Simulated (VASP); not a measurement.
# GeCN2: single point with PBEsol

The system is GeCN2.

```
CELL_PARAMETERS angstrom
1.69525 0.97875 4.87072
-1.69525 0.97875 4.87072
0.00000 -1.95750 4.87072
ATOMIC_POSITIONS crystal
Ge 0.00000 0.00000 0.00000
N 0.58457 0.58457 0.58457
N 0.41543 0.41543 0.41543
C 0.50000 0.50000 0.50000
```

```yaml
Program: VASP 6.6.1
Task: single point
Functional: PBEsol
Potentials_or_basis: VASP PAW PBE potentials, release 64 (Ge_d, N, C)
Cutoff: 520 eV
k_mesh: 9 × 9 × 9
Occupations: fermi-dirac, width 0.05 eV
Spin: no spin polarisation
```

| Quantity | Value |
| --- | --- |
| Pressure | 5.2 GPa |
| Largest force | 0.147 eV/Å |
| Band gap on the k mesh | 0.80 eV, indirect (least direct gap 1.43 eV) |

Forces in eV/Å, atoms in the order of the input:
```
Ge   0.000  0.000  0.000
N    0.000  0.000  0.147
N    0.000  0.000 -0.147
C    0.000  0.000  0.000
```

Stress tensor (GPa, compression positive):
```
4.72 0.00 0.00
0.00 4.72 0.00
0.00 0.00 6.09
```

Levels at points of the mesh, in eV from the valence-band top:
| k point | band 12 | band 13 | band 14 | band 15 | band 16 | band 17 |
| --- | --- | --- | --- | --- | --- | --- |
| (0.00, 0.00, 0.00) | -2.66 | -2.66 | -1.73 | 2.39 | 3.09 | 3.09 |

It took 78 s on 1 thread of Intel(R) Xeon(R) Platinum 8488C (Sapphire Rapids), on a shared host, peak memory 0.28 GiB.

Caveat: the PAW data sets were made with another functional, which shifts forces and pressure a little. A k mesh can miss the band edges.
